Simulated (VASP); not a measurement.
Write the native input for VASP 6.6.1 that does the following.

```
Task                   : single point
Functional             : PBE
Potentials or basis    : VASP PAW PBE potentials, release 64 (Ti_sv, N)
Cutoff                 : 520 eV
k mesh                 : 12 × 12 × 1
Occupations            : tetrahedron
Spin                   : no spin polarisation
Dipole correction      : yes
Further INCAR settings : ALGO = Normal; EDIFF = 1e-06; NBANDS = 25
```

The structure of TiN (TiN (100), 2 layers) lies in POSCAR:

```
TiN
1.0
    3.0032769429      0.0000000000      0.0000000000
    0.0000000000      3.0032769429      0.0000000000
    0.0000000000      0.0000000000     18.1236000000
Ti N
2 2
Direct
    0.0000000000      0.0000000000      0.4470289685
    0.5000000000      0.5000000000      0.5529710348
    0.5000000000      0.5000000000      0.4390954988
    0.0000000000      0.0000000000      0.5609044979
```

The input as run:

INCAR

```
PREC = Accurate
ENCUT = 520
EDIFF = 1E-6
ISMEAR = -4
SIGMA = 0.1
LREAL = False
LASPH = True
NELM = 100
ALGO = Normal
ISIF = 2
LWAVE = False
LCHARG = False
LDIPOL = True
IDIPOL = 3
DIPOL = 0.5 0.5 0.500
GGA = PE
NBANDS = 25
```

KPOINTS

```
regular mesh
0
Gamma
  12 12 1
```

Potentials or basis: VASP PAW PBE potentials, release 64 (Ti_sv, N).

Launch:

```bash
$ cat potpaw_PBE.64/Ti_sv/POTCAR potpaw_PBE.64/N/POTCAR > POTCAR
$ mpirun -np 1 vasp_std > vasp.out
```

It gave:

```yaml
Largest_force: 0.048 eV/Å
Band_gap_on_the_k_mesh: zero (band 17 reaches 1.83 eV, above the bottom of band 18 at -0.91 eV)
```

It took 2 min on 1 thread of Intel(R) Xeon(R) Platinum 8375C CPU @ 2.90GHz (Ice Lake), on a shared host, peak memory 0.31 GiB.
